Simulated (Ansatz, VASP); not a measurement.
Two plane-wave programs on Pt

The input INCAR:

```
AGGAC = 1.0 ; AGGAX = 1.0
ALDAC = 0.0 ; ALDAX = 1.0
ALGO = Normal ; EDIFF = 1E-6
ENCUT = 520 ; GGA = B5
ISIF = 2 ; ISMEAR = -1
LASPH = True ; LCHARG = True
LELF = True ; LREAL = False
LVHAR = True ; LWAVE = False
NBANDS = 22 ; NELM = 100
PREC = Accurate ; SIGMA = 0.1
```

File KPOINTS:

```
k-points
0
Gamma
  9 9 13
```

The input POSCAR:

```
Pt
1.0
    4.5043664521      0.0000000000      0.0000000000
   -2.2521832260      3.9008957755      0.0000000000
    0.0000000000      0.0000000000      2.6787457926
Pt
3
Direct
    1.0000000000      1.0000000000      0.0000000000
    0.3333333333      0.6666666667      0.5000000000
    0.6666666667      0.3333333333      0.5000000000
```

Input for Ansatz:

```yaml
crystal:
  lattice:
    - [4.5043664521, 0.0, 0.0]
    - [-2.252183226, 3.9008957755, 0.0]
    - [0.0, 0.0, 2.6787457926]
  atoms:
    - { symbol: Pt, position: [1.0, 1.0, 0.0] }
    - { symbol: Pt, position: [0.3333333333, 0.6666666667, 0.5] }
    - { symbol: Pt, position: [0.6666666667, 0.3333333333, 0.5] }
hamiltonian:
  xc: blyp
  pseudopotentials:
    kind: paw
    azcp:
      Pt: "pseudopotentials/Pt.paw.azcp"
basis:
  ecutwfc: 420
  fft_grid_basis: typed
kpoints:
  mp_grid: { grid: [9, 9, 13], shift: [0, 0, 0] }
magnetization:
  spin_polarized: false
scf:
  occupations: { method: fermi_dirac, width: 0.1 }
  lower_state_search: "off"
output:
  stress: true
```

Alike in both runs: task single point; functional BLYP; k mesh 9 × 9 × 13; occupations fermi-dirac, width 0.1 eV; no spin polarisation.

|  | VASP | Ansatz |
| --- | --- | --- |
| version | VASP 6.6.1 | Ansatz 0.2.0 |
| potentials or method | VASP PAW PBE potentials, release 64 (Pt), cutoff 520 eV | plane waves (420 eV) with PAW, scalar-relativistic |
| valence electrons in the cell | 30 | 54 |

```tsv
	VASP	Ansatz	Ansatz less VASP
pressure (GPa)	21.1	19.8	-1.30
traceless stress, the component that is largest in VASP (GPa)	0.72	0.64	-0.079
```

VASP's potentials were made for PBE, not for BLYP. With one functional, cell and mesh, what is left measures potentials, basis and numerics. VASP's potentials hold 30 valence electrons a cell and Ansatz's 54, so a difference there can come from the potentials and not from the codes.

Spin-orbit coupling is off throughout.
